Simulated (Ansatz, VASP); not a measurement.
Pt in VASP and in Ansatz

```
Pt
1.0
     2.85364    0.00000    0.00000
    -1.42682    2.47132    0.00000
     0.00000    0.00000    4.78235
Pt
2
Direct
  0.33333 0.66667 0.25000
  0.66667 0.33333 0.75000
```

Alike in both runs: functional LDA; k mesh 17 × 17 × 9; occupations fermi-dirac, width 0.05 eV; no spin polarisation.

Ansatz relaxed the structure, and its values are those at the end. VASP's run is a single point on that final structure, the one shown.

|  | VASP | Ansatz |
| --- | --- | --- |
| version | VASP 6.6.1 | Ansatz 0.2.0 |
| potentials or method | VASP PAW LDA potentials, release 64 (Pt), cutoff 520 eV | all-electron LAPW, non-relativistic |

VASP gave:

- pressure (GPa): -27.0

Estimate Ansatz's values.

pressure (GPa): 0.0.

LDA's correlation is that of Perdew and Zunger in VASP and of Perdew and Wang (1992) in Ansatz. Ansatz ran all-electron here, and VASP with PAW potentials.

Spin-orbit coupling is off throughout.
